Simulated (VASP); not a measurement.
A run of VASP 6.6.1:

File POSCAR:

```
ZrH
1.0
    3.2477601912      0.0000000000      0.0000000000
    0.0000000000      3.2477601912      0.0000000000
    0.0000000000      0.0000000000      4.9686623255
Zr H
2 2
Direct
    0.0000000000      0.5000000000      0.0000000000
    0.5000000000      0.0000000000      0.5000000000
    0.0000000000      0.0000000000      0.7500000000
    0.0000000000      0.0000000000      0.2500000000
```

Contents of INCAR.step1:

```
SYSTEM = ZrH
  ALGO = Normal
  EDIFF = 1E-4
  ENCUT = 520
  GGA = PE
  ISMEAR = 1
  LASPH = .True.
  LCHARG = .False.
  LREAL = .False.
  LWAVE = .True.
  NBANDS = 21
  NELM = 60
  PREC = Accurate
  SIGMA = 0.05
```

INCAR.step2

```
SYSTEM = ZrH
  ALGO = Normal
  EDIFF = 1E-6
  ENCUT = 520
  ISIF = 2
  ISMEAR = 1
  ISTART = 1
  LASPH = .True.
  LCHARG = .False.
  LMIXTAU = .True.
  LREAL = .False.
  LWAVE = .False.
  METAGGA = R2SCAN
  NBANDS = 21
  NELM = 60
  PREC = Accurate
  SIGMA = 0.05
```

KPOINTS

```
k-points
0
Gamma
  8 8 5
  0 0 0
```

Potentials or basis: VASP PAW PBE potentials, release 64 (Zr_sv, H).

The run is started by

```console
$ cat potpaw_PBE.64/Zr_sv/POTCAR potpaw_PBE.64/H/POTCAR > POTCAR
$ cp INCAR.step1 INCAR
$ mpirun -np 1 vasp_std > vasp.out
$ cp INCAR.step2 INCAR
$ mpirun -np 1 vasp_std > vasp.out
```

Hardware: 1 thread of Intel(R) Xeon(R) 6975P-C (Granite Rapids) (shared host).

Task: Estimate the wall time of this run.

Result: It took 51 s on 1 thread of Intel(R) Xeon(R) 6975P-C (Granite Rapids), on a shared host, peak memory 0.19 GiB. Counts: k points 45.
